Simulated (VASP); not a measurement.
Runs of VASP 6.6.1 on Hg. The structure is that of space group I4/mmm (No. 139), or close to it. The cells are those of the table. 

| level | U | cell | k mesh | smearing | LDAUTYPE | hund's J | gap on the mesh (eV) | pressure (GPa) |
| --- | --- | --- | --- | --- | --- | --- | --- | --- |
| PBE+D3(BJ)+U | Hg d U = 6.2 eV, J = 0.55 eV | a = 3.559 Å, angles 106.0, 106.0, 116.8°, 1 atom | 4 × 4 × 4 | gaussian 0.1 eV | 1 | 0.55 | none | (a) |
| PBE | - | a = 3.437 Å, angles 106.0, 106.0, 116.8°, 1 atom | 4 × 4 × 4 | gaussian 0.1 eV | - | - | none | 0.5 |
| PBE+D3(BJ) | - | a = 3.437 Å, angles 106.0, 106.0, 116.8°, 1 atom | 6 × 6 × 6 | gaussian 0.1 eV | - | - | none | -1.8 |
| PBE | - | a = 3.437 Å, angles 106.0, 106.0, 116.8°, 1 atom | 4 × 4 × 4 | gaussian 0.42 eV | - | - | none | (b) |
| BLYP | - | a = 3.437 Å, angles 106.0, 106.0, 116.8°, 1 atom | 4 × 4 × 4 | gaussian 0.1 eV | - | - | none | 3.6 |

Alike in all rows: task single point; potentials or basis VASP PAW PBE potentials, release 64 (Hg); no spin polarisation; cutoff (eV) 520.

Problem. Estimate the missing entries.

Solution. (a) -1.9; (b) -0.1.

Caveats: all runs use coarse meshes; spin-orbit coupling is left out, which moves the levels of the heavy elements; three body term missing (at least some runs); U without spin polarisation on a metal has little footing (at least some runs); the U is typed as a test and isn't derived for this compound (at least some runs); so wide a smearing shifts energies and pressures (at least some runs); the PAW data sets were made with another functional, which shifts forces and pressure a little (at least some runs).

A k mesh can miss the band edges, and the runs leave out spin-orbit coupling on Hg.

A gap of «none» marks levels without a gap at the run's occupations.
